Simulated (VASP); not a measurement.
# CoO (R3m) in VASP: a series of runs

Aim: see how the results for CoO move with the level of theory and the settings. Levels: LDA, PBEsol, BLYP. Tasks: single point.

All numbers are computed with VASP 6.6.1; they aren't measurements. Logs are shortened: lines on timing, memory, paths and dates and some standing lists are left out, and cuts for length are marked.

## 1. The cell of the first run

Symmetry: R3m, No. 160, trigonal system. Conventional cell: a = 3.204 Å, b = 3.204 Å, c = 7.699 Å, α = 90.00°, β = 90.00°, γ = 120.00°. Co (site symmetry 3m) has 4 O at 1.91 to 1.96 Å within 2.5 Å. Within 2.5 Å of O (site symmetry 3m) lie 4 Co at 1.91 to 1.96 Å.

## 2. Single point, LDA, collinear spin, ferromagnetic start

The input, INCAR:

```
SYSTEM = CoO
ALGO     = Normal         ! electronic algorithm
EDIFF    = 1E-7           ! SCF threshold, eV
ENCUT    = 520            ! plane-wave cutoff, eV
GGA      = CA             ! functional
ISIF     = 2              ! what is computed and relaxed
ISMEAR   = 1              ! smearing method
ISPIN    = 2              ! spin polarisation
LASPH    = .TRUE.         ! aspherical terms in the spheres
LCHARG   = .FALSE.        ! write CHGCAR
LMAXMIX  = 4              ! l up to which the mixer works
LORBIT   = 11             ! projections on sites
LREAL    = .FALSE.        ! projectors in reciprocal space
LWAVE    = .FALSE.        ! write WAVECAR
MAGMOM   = 1.8 1.8 0 0    ! initial moments
NBANDS   = 27             ! bands
NELM     = 150            ! most SCF steps
PREC     = Accurate       ! precision mode
SIGMA    = 0.1            ! smearing width, eV
```

The input, KPOINTS:

```
k-points
0
G
  8 8 8
  0 0 0
```

The input, POSCAR:

```
CoO
1.0
    1.6022200000      0.9250420000      5.1329420000
   -1.6022200000      0.9250420000      5.1329420000
    0.0000000000     -1.8500840000      5.1329420000
Co O
2 2
Direct
    0.9994880000      0.9994880000      0.9994880000
    0.4994910000      0.4994910000      0.4994910000
    0.3754960000      0.3754960000      0.3754960000
    0.8755250000      0.8755250000      0.8755250000
```

Potentials or basis: VASP PAW LDA potentials, release 64 (Co, O).

The run is started by

```bash
> cat potpaw_LDA.64/Co/POTCAR potpaw_LDA.64/O/POTCAR > POTCAR
> mpirun -np 1 vasp_std > vasp.out
```

OUTCAR:

```text
SYSTEM = CoO
   EDIFF = 1E-7
   ENCUT = 520
   GGA = CA
   ISIF = 2
   ISMEAR = 1
   ISPIN = 2
   LASPH = .TRUE.
   LORBIT = 11
   LREAL = .FALSE.
   NELM = 150
   PREC = Accurate

 ion  position               nearest neighbor table
   1  0.999  0.999  0.999-   4 1.91   3 1.96   3 1.96   3 1.96
   2  0.499  0.499  0.499-   3 1.91   4 1.96   4 1.96   4 1.96
   3  0.375  0.375  0.375-   2 1.91   1 1.96   1 1.96   1 1.96
   4  0.876  0.876  0.876-   1 1.91   2 1.96   2 1.96   2 1.96

  LATTYP: Found a trigonal (rhomboedric) cell.
 ALAT       =     5.4561804594
 COS(alpha) =     0.8275366407

  Lattice vectors:

 A1 = (   1.6022200000,   0.9250420000,   5.1329420000)
 A2 = (  -1.6022200000,   0.9250420000,   5.1329420000)
 A3 = (   0.0000000000,  -1.8500840000,   5.1329420000)

Analysis of symmetry for initial positions (statically):
=====================================================================
 Subroutine PRICEL returns:
 Original cell was already a primitive cell.

 Routine SETGRP: Setting up the symmetry group for a
 trigonal (rhombohedral) supercell.

 Subroutine GETGRP returns: Found  6 space group operations
 (whereof  6 operations were pure point group operations)
 out of a pool of 12 trial point group operations.

The static configuration has the point symmetry C_3v.

Analysis of symmetry for dynamics (positions and initial velocities):
=====================================================================
 Subroutine PRICEL returns:
 Original cell was already a primitive cell.

 Routine SETGRP: Setting up the symmetry group for a
 trigonal (rhombohedral) supercell.

 Subroutine GETGRP returns: Found  6 space group operations
 (whereof  6 operations were pure point group operations)
 out of a pool of 12 trial point group operations.

The dynamic configuration has the point symmetry C_3v.

Analysis of structural, dynamic, and magnetic symmetry:
=====================================================================
 Subroutine PRICEL returns:
 Original cell was already a primitive cell.

 Routine SETGRP: Setting up the symmetry group for a
 trigonal (rhombohedral) supercell.

 Subroutine GETGRP returns: Found  6 space group operations
 (whereof  6 operations were pure point group operations)
 out of a pool of 12 trial point group operations.

The overall configuration has the point symmetry C_3v.

 Subroutine INISYM returns: Found  6 space group operations
 (whereof  6 operations are pure point group operations),
 and found     1 'primitive' translations

----------------------------------------------------------------------------------------

                                     Primitive cell

  volume of cell :      45.6458

  direct lattice vectors                    reciprocal lattice vectors
     1.602220000  0.925042000  5.132942000     0.312067007  0.180171999  0.064940016
    -1.602220000  0.925042000  5.132942000    -0.312067007  0.180171999  0.064940016
     0.000000000 -1.850084000  5.132942000     0.000000000 -0.360343999  0.064940016

  length of vectors
     5.456180459  5.456180459  5.456180384     0.366148838  0.366148838  0.366148881

  position of ions in fractional coordinates (direct lattice)
     0.999488000  0.999488000  0.999488000
     0.499491000  0.499491000  0.499491000
     0.375496000  0.375496000  0.375496000
     0.875525000  0.875525000  0.875525000

  ion indices of the primitive-cell ions
   primitive index   ion index
                 1           1
                 2           2
                 3           3
                 4           4

----------------------------------------------------------------------------------------

 KPOINTS: k-points

Automatic generation of k-mesh.
 Grid dimensions read from file:
 generate k-points for:    8    8    8

 Generating k-lattice:

  Cartesian coordinates                     Fractional coordinates (reciprocal lattice)
     0.039008376  0.022521500  0.008117502     0.125000000  0.000000000  0.000000000
    -0.039008376  0.022521500  0.008117502     0.000000000  0.125000000  0.000000000
     0.000000000 -0.045043000  0.008117502     0.000000000  0.000000000  0.125000000

  Length of vectors
     0.045768605  0.045768605  0.045768610

  Shift w.r.t. Gamma in fractional coordinates (k-lattice)
     0.000000000  0.000000000  0.000000000

 Subroutine IBZKPT returns following result:
 ===========================================

 Found     65 irreducible k-points:

 Following reciprocal coordinates:
            Coordinates               Weight
  0.000000  0.000000  0.000000      1.000000
  0.125000  0.000000  0.000000      6.000000
  0.250000  0.000000  0.000000      6.000000
  0.375000 -0.000000  0.000000      6.000000
  0.500000  0.000000  0.000000      3.000000
  0.125000  0.125000  0.000000      6.000000
[... 16 lines left out ...]
  0.250000  0.125000  0.125000      6.000000
  0.375000  0.125000  0.125000      6.000000
 [... further k-points ...]
   k-points           NKPTS =     65   k-points in BZ     NKDIM =     65   number of bands    NBANDS=     27
   number of dos      NEDOS =    301   number of ions     NIONS =      4
   total plane-waves  NPLWV =  74088
   dimension x,y,z NGX =    42 NGY =   42 NGZ =   42
   dimension x,y,z NGXF=    84 NGYF=   84 NGZF=   84
   ions per type =               2   2
   NGX,Y,Z   is equivalent  to a cutoff of  12.80, 12.80, 12.80 a.u.
   NGXF,Y,Z  is equivalent  to a cutoff of  25.59, 25.59, 25.59 a.u.
 SYSTEM =  CoO
   PREC   = accura    normal or accurate (medium, high low for compatibility)
   ISTART =      0    job   : 0-new  1-cont  2-samecut
   ICHARG =      2    charge: 1-file 2-atom 10-const
   ISPIN  =      2    spin polarized calculation?
   LNONCOLLINEAR =      F non collinear calculations
   LSORBIT =      F    spin-orbit coupling
   LASPH  =      T    aspherical Exc in radial PAW
   ENCUT  =  520.0 eV  38.22 Ry    6.18 a.u.  10.14 10.14 10.14*2*pi/ulx,y,z
   NELM   =    150;   NELMIN=  2; NELMDL= -5     # of ELM steps
   EDIFF  = 0.1E-06   stopping-criterion for ELM
   LREAL  =      F    real-space projection
   EDIFFG = 0.1E-05   stopping-criterion for IOM
   NSW    =      0    number of steps for IOM
   IBRION =     -1    ionic relax: 0-MD 1-quasi-New 2-CG
   NFREE  =      0    steps in history (QN), initial steepest desc. (CG)
   ISIF   =      2    stress and relaxation
   ISYM   =      2    0-nonsym 1-usesym 2-fastsym
   POTIM  = 0.5000    time-step for ionic-motion
   TEBEG  =    0.0;   TEEND  =   0.0 temperature during run
   PSTRESS=    0.0 pullay stress
   NELECT =      30.0000    total number of electrons
   NUPDOWN=      -1.0000    fix difference up-down
   EMIN   =  10.00;   EMAX   =-10.00  energy-range for DOS
   EFERMI =   0.00;   METHOD = LEGACY
   ISMEAR =     1;   SIGMA  =   0.10  broadening in eV -4-tet -1-fermi 0-gaus
   EFERMI_NEDOS =   21; number of points for ismear=-14 and -15
   IALGO  =     38    algorithm
   IMIX   =      4    mixing-type and parameters
     AMIX     =   0.40;   BMIX     =  1.00
     AMIX_MAG =   1.60;   BMIX_MAG =  1.00
  volume/ion in A,a.u.               =      11.41        77.01
  Fermi-wavevector in a.u.,A,eV,Ry     =   1.423360  2.689761 27.564785  2.025955
  Thomas-Fermi vector in A             =   2.543966
   LORBIT       =     11    0 simple, 1 ext, 2 COOP (PROOUT), +10 PAW based schemes
   GGA     = CA    functional components
   LHFCALC =     F    Hartree Fock is set to
   AEXX    =    0.0000 exact exchange contribution
   IVDW    =     0    specifies the selected vdW correction
   LEPSILON=     F    determine dielectric tensor
   LRPA    =     F    only Hartree local field effects (RPA)
 spin polarized calculation
 Methfessel and Paxton  Order N= 1 SIGMA  =   0.10
  energy-cutoff  :      520.00
  volume of cell :       45.65
 maximum number of plane-waves:      1246
 NGX is ok and might be reduce to    42
   NGX = 21   NGY = 21   NGZ = 21

 number of electron      30.0000005 magnetization       4.7946710

 Free energy of the ion-electron system (eV)
  ---------------------------------------------------
  ext. energy  EPLUGINS =         0.00000000
  ---------------------------------------------------
  free energy    TOTEN  =       -29.90955548 eV

  energy without entropy =      -29.90583401  energy(sigma->0) =      -29.90831499

 E-fermi :   5.6036     XC(G=0): -11.7425

 val. band max:        5.6023178617   @ k =  -0.3750   0.5000   0.1250
 cond. band min:       5.6101134182   @ k =  -0.2500   0.1250  -0.0000
 fundamental gap:      0.0077955565
 Fermi energy:         5.6036185917

 spin component 1

 k-point     1 :       0.0000    0.0000    0.0000
  band No.  band energies     occupation
      1     -14.1566      1.00000
      2     -13.4706      1.00000
      3      -1.3599      1.00000
      4      -0.4913      1.00000
      5      -0.4275      1.00000
      6      -0.4275      1.00000
[... 19 lines left out ...]
     26      20.1148      0.00000
     27      22.8053      0.00000
[... 667 lines left out ...]
      5      -0.4367      1.00000
      6      -0.2447      1.00000
[... 19 lines left out ...]
     26      19.5487      0.00000
     27      20.4382      0.00000

 [... further k-points ...]

 spin component 2

 k-point     1 :       0.0000    0.0000    0.0000
  band No.  band energies     occupation
      1     -13.7187      1.00000
      2     -13.0054      1.00000
      3      -0.9527      1.00000
      4       0.4090      1.00000
      5       0.4821      1.00000
      6       0.4821      1.00000
[... 19 lines left out ...]
     26      20.5166      0.00000
     27      23.1707      0.00000
[... 667 lines left out ...]
      5       0.1923      1.00000
      6       0.5789      1.00000
[... 19 lines left out ...]
     26      20.0606      0.00000
     27      20.8644      0.00000

 [... further k-points ...]
[... 5 lines left out ...]
  --------------------------------------------------------------------------------------
  -------------------------------------------------------------------------------------
  Total       -5.4983219     -5.4983201     -4.2952824      0.0000000      0.0000000      0.0000000
  in kB     -192.9921019   -192.9920400   -150.7651968      0.0000000      0.0000000      0.0000000
  external PRESSURE =    -178.9164462 kB  Pullay stress =       0.0000000 kB

 VOLUME and BASIS-vectors are now :
 -----------------------------------------------------------------------------
  energy-cutoff  :      520.00
  volume of cell :       45.65
      direct lattice vectors                 reciprocal lattice vectors
     1.602220000  0.925042000  5.132942000     0.312067007  0.180171999  0.064940016
    -1.602220000  0.925042000  5.132942000    -0.312067007  0.180171999  0.064940016
     0.000000000 -1.850084000  5.132942000     0.000000000 -0.360343999  0.064940016

 POSITION                                       TOTAL-FORCE (eV/Angst)
 -----------------------------------------------------------------------------------
      0.00000      0.00000     15.39094         0.000000      0.000000      0.198963
      0.00000      0.00000      7.69157         0.000000     -0.000000      0.196323
      0.00000      0.00000      5.78220         0.000000      0.000000     -0.194742
      0.00000      0.00000     13.48206         0.000000      0.000000     -0.200544
 -----------------------------------------------------------------------------------
    total drift:                               -0.000000      0.000011     -0.000408

  FREE ENERGIE OF THE ION-ELECTRON SYSTEM (eV)
  ---------------------------------------------------
  free  energy   TOTEN  =       -29.9095554798 eV

  energy  without entropy=      -29.9058340078  energy(sigma->0) =      -29.90831499

 total charge

# of ion       s       p       d       tot
------------------------------------------
    1        0.346   0.450   7.242   8.038
    2        0.346   0.450   7.242   8.038
    3        1.542   3.394   0.000   4.936
    4        1.542   3.394   0.000   4.936
--------------------------------------------------
tot          3.776   7.687  14.484  25.947

 magnetization (x)

# of ion       s       p       d       tot
------------------------------------------
    1        0.013   0.045   2.015   2.074
    2        0.013   0.045   2.016   2.074
    3        0.018   0.234   0.000   0.251
    4        0.018   0.234   0.000   0.252
--------------------------------------------------
tot          0.062   0.558   4.031   4.651
```

Run time: 3.4 min. Hardware: 1 thread of Intel Xeon 6975P-C (Granite Rapids), shared host; peak memory 0.29 GiB.

What came out:

```
Free energy                                           : -29.9096 eV
Pressure                                              : -17.9 GPa
Largest force                                         : 0.201 eV/Å
Net moment                                            : 4.79 μB per cell
Site moments                                          : Co +2.07; O +0.25 μB
Valence electrons inside the program's atomic spheres : Co 8.04; O 4.94
```

Forces in eV/Å, atoms in the order of the input:
```
Co   0.000  0.000  0.199
Co   0.000  0.000  0.196
O    0.000  0.000 -0.195
O    0.000  0.000 -0.201
```

Levels at points of the mesh, in eV from the Fermi level:
Spin up:
| k point | band 15 | band 16 | band 17 | band 18 | band 19 | band 20 | band 21 | band 22 |
| --- | --- | --- | --- | --- | --- | --- | --- | --- |
| (0.00, 0.00, 0.00) | -0.40 | 0.25 | 0.53 | 0.53 | 0.67 | 5.69 | 7.28 | 13.44 |
| (0.50, 0.00, 0.00) | -0.76 | -0.76 | -0.68 | -0.68 | 5.84 | 5.84 | 8.91 | 8.91 |
| (0.50, 0.50, 0.00) | -1.40 | -1.33 | -0.27 | -0.23 | 5.34 | 5.73 | 6.96 | 9.89 |
| (0.50, 0.50, 0.50) | 0.17 | 0.17 | 0.17 | 0.17 | 2.75 | 2.75 | 10.49 | 10.49 |
Spin down:
```tsv
k point	band 11	band 12	band 13	band 14	band 15	band 16
(0.00, 0.00, 0.00)	-0.25	-0.24	-0.24	0.63	1.28	1.28
(0.50, 0.00, 0.00)	-0.20	-0.20	-0.08	-0.08	1.03	1.03
(0.50, 0.50, 0.00)	-0.25	-0.11	-0.05	0.07	0.51	0.60
(0.50, 0.50, 0.50)	-0.49	-0.49	0.90	0.91	1.89	1.89
```

Caveat: semilocal functionals often make such compounds metallic where correlation or magnetic order opens a gap, which also shifts bond lengths.

## 3. Single point, PBEsol, collinear spin, ferromagnetic start

The input, INCAR:

```
SYSTEM = CoO
PREC = Accurate
ENCUT = 520
EDIFF = 1E-7
ISMEAR = 1
SIGMA = 0.1
LREAL = .False.
LASPH = .True.
NELM = 150
ALGO = Normal
ISIF = 2
LWAVE = .False.
LCHARG = .False.
ISPIN = 2
MAGMOM = 1.8 1.8 0 0
LORBIT = 11
LMAXMIX = 4
GGA = PS
NBANDS = 27
```

The input, KPOINTS:

```
regular mesh
0
Gamma
  8 8 8
  0 0 0
```

POSCAR is that of step 2.

Potentials or basis: VASP PAW PBE potentials, release 64 (Co, O).

The run is started by

```bash
> cat potpaw_PBE.64/Co/POTCAR potpaw_PBE.64/O/POTCAR > POTCAR
> mpirun -np 1 vasp_std > vasp.out
```

Run time: 3.5 min. Hardware: 1 thread of Intel Xeon 6975P-C (Granite Rapids), shared host; peak memory 0.37 GiB.

The run converged. Its results:

- Free energy: -28.4323 eV
- Pressure: -7.8 GPa
- Largest force: 0.211 eV/Å
- Net moment: 5.60 μB per cell
- Site moments: Co +2.40; O +0.32 μB
- Valence electrons inside the program's atomic spheres: Co 8.01; O 4.96

Forces on the atoms (eV/Å):
```
Co   0.000  0.000  0.209
Co   0.000  0.000  0.206
O    0.000  0.000 -0.204
O    0.000  0.000 -0.211
```

Stress tensor (GPa, compression positive):
```
-9.47  0.00  0.00
 0.00 -9.47  0.00
 0.00  0.00 -4.61
```

Levels at points of the mesh, in eV from the Fermi level:
Spin up:
```tsv
k point	band 16	band 17	band 18	band 19	band 20	band 21
(0.00, 0.00, 0.00)	0.06	0.25	0.25	0.41	5.56	7.16
(0.50, 0.00, 0.00)	-1.06	-0.97	-0.97	5.68	5.68	8.80
(0.50, 0.50, 0.00)	-1.61	-0.55	-0.49	5.11	5.60	6.85
(0.50, 0.50, 0.50)	-0.12	-0.11	-0.11	2.60	2.61	10.40
```
Spin down:
| k point | band 9 | band 10 | band 11 | band 12 | band 13 | band 14 | band 15 | band 16 |
| --- | --- | --- | --- | --- | --- | --- | --- | --- |
| (0.00, 0.00, 0.00) | -0.46 | -0.46 | -0.22 | -0.22 | -0.01 | 0.55 | 1.53 | 1.53 |
| (0.50, 0.00, 0.00) | -0.74 | -0.74 | -0.19 | -0.18 | 0.07 | 0.07 | 1.28 | 1.28 |
| (0.50, 0.50, 0.00) | -0.93 | -0.25 | -0.24 | -0.07 | 0.07 | 0.15 | 0.79 | 0.86 |
| (0.50, 0.50, 0.50) | -0.48 | -0.48 | -0.48 | -0.48 | 1.11 | 1.11 | 2.15 | 2.15 |

Caveat: the PAW data sets were made with another functional, which shifts forces and pressure a little; semilocal functionals often make such compounds metallic where correlation or magnetic order opens a gap, which also shifts bond lengths. With open d or f shells a metallic result of PBEsol can be an artefact of self-interaction; +U or a hybrid may open a gap.

## 4. Single point, BLYP, collinear spin, ferromagnetic start

The input, INCAR:

```
SYSTEM = CoO
PREC = Accurate ; ENCUT = 520
EDIFF = 1E-6 ; ISMEAR = 1
SIGMA = 0.1 ; LREAL = .False.
LASPH = .True. ; NELM = 150
ALGO = Normal ; ISIF = 2
LWAVE = .False. ; LCHARG = .False.
ISPIN = 2 ; MAGMOM = 1.8 1.8 0 0
LORBIT = 11 ; LMAXMIX = 4
GGA = B5 ; ALDAX = 1.0
AGGAX = 1.0 ; AGGAC = 1.0
ALDAC = 0.0 ; NBANDS = 27
```

KPOINTS is that of step 3.

POSCAR is that of step 3.

The run is started by

```bash
> cat potpaw_PBE.64/Co/POTCAR potpaw_PBE.64/O/POTCAR > POTCAR
> mpirun -np 1 vasp_std > vasp.out
```

Wall time 3.5 min (1 thread of Intel Xeon 6975P-C (Granite Rapids), shared host); peak memory 0.38 GiB.

The run converged. Its results:

```yaml
Free_energy: -25.0772 eV
Pressure: 5.7 GPa
Largest_force: 0.297 eV/Å
Net_moment: 5.32 μB per cell
Site_moments: Co +2.29; O +0.28 μB
Valence_electrons_inside_the_program's_atomic_spheres: Co 8.02; O 5.00
```

Forces on the atoms (eV/Å):
```
Co   0.000  0.000  0.295
Co   0.000  0.000  0.292
O    0.000  0.000 -0.290
O    0.000  0.000 -0.297
```

Stress tensor (GPa, compression positive):
```
3.82 0.00 0.00
0.00 3.82 0.00
0.00 0.00 9.56
```

Levels at points of the mesh, in eV from the Fermi level:
Spin up:
```csv
k point,band 15,band 16,band 17,band 18,band 19,band 20,band 21,band 22
"(0.00, 0.00, 0.00)",-0.54,0.35,0.35,0.41,0.56,5.95,7.53,13.67
"(0.50, 0.00, 0.00)",-0.92,-0.92,-0.80,-0.80,6.07,6.07,9.17,9.17
"(0.50, 0.50, 0.00)",-1.56,-1.41,-0.43,-0.38,5.58,5.98,7.21,10.04
"(0.50, 0.50, 0.50)",0.00,0.00,0.00,0.00,2.94,2.95,10.81,10.81
```
Spin down:
| k point | band 10 | band 11 | band 12 | band 13 | band 14 | band 15 |
| --- | --- | --- | --- | --- | --- | --- |
| (0.00, 0.00, 0.00) | -0.60 | -0.33 | -0.33 | 0.15 | 0.91 | 1.63 |
| (0.50, 0.00, 0.00) | -0.69 | -0.31 | -0.31 | 0.16 | 0.16 | 1.36 |
| (0.50, 0.50, 0.00) | -0.37 | -0.35 | -0.23 | -0.04 | 0.32 | 0.94 |
| (0.50, 0.50, 0.50) | -0.60 | -0.60 | -0.60 | 1.28 | 1.28 | 2.23 |

Caveat: the PAW data sets were made with another functional, which shifts forces and pressure a little; semilocal functionals often make such compounds metallic where correlation or magnetic order opens a gap, which also shifts bond lengths.

## 5. The runs side by side

```tsv
level	potentials or basis	gap on the mesh (eV)	pressure (GPa)	moment (μB)	largest force (eV/Å)
LDA	VASP PAW LDA potentials, release 64 (Co, O)	none	-17.9	4.79	0.20
PBEsol	VASP PAW PBE potentials, release 64 (Co, O)	none	-7.8	5.60	0.21
BLYP	VASP PAW PBE potentials, release 64 (Co, O)	none	5.7	5.32	0.30
```

Alike in all rows: task single point; spin collinear, ferromagnetic start; cell as given; k mesh 8 × 8 × 8; cutoff (eV) 520; smearing methfessel-paxton 0.1 eV.

Caveats: semilocal functionals often make such compounds metallic where correlation or magnetic order opens a gap, which also shifts bond lengths; the PAW data sets were made with another functional, which shifts forces and pressure a little (some runs).

Absolute energies hang on the potentials; compare differences alone.
